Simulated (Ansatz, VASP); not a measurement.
## Two plane-wave programs on Fe

```xyz
2
Lattice="0.0000 3.5570 3.5570 1.7785 0.0000 1.7785 1.7785 1.7785 0.0000" Properties=species:S:1:pos:R:3 pbc="T T T"
Fe    0.0000    0.0000    0.0000
Fe    0.0000    1.7785    1.7785
```

Alike in both runs: task single point; functional PBE; k mesh 6 × 12 × 12; occupations gaussian, width 0.1 eV; collinear spin.

|  | VASP | Ansatz |
| --- | --- | --- |
| version | VASP 6.6.1 | Ansatz 0.2.0 |
| potentials or method | VASP PAW PBE potentials, release 64 (Fe), cutoff 520 eV | PAW, plane waves, scalar-relativistic |
| valence electrons in the cell | 16 | 32 |

|  | VASP | Ansatz | Ansatz less VASP |
| --- | --- | --- | --- |
| pressure (GPa) | -21.7 | -21.6 | +0.15 |

The functional is the same, so the differences come from potentials, cutoffs and numerics. VASP's potentials hold 16 valence electrons a cell and Ansatz's 32, so a difference there can come from the potentials and not from the codes. Ansatz's warnings: negative dielectric reading, no starting moments.
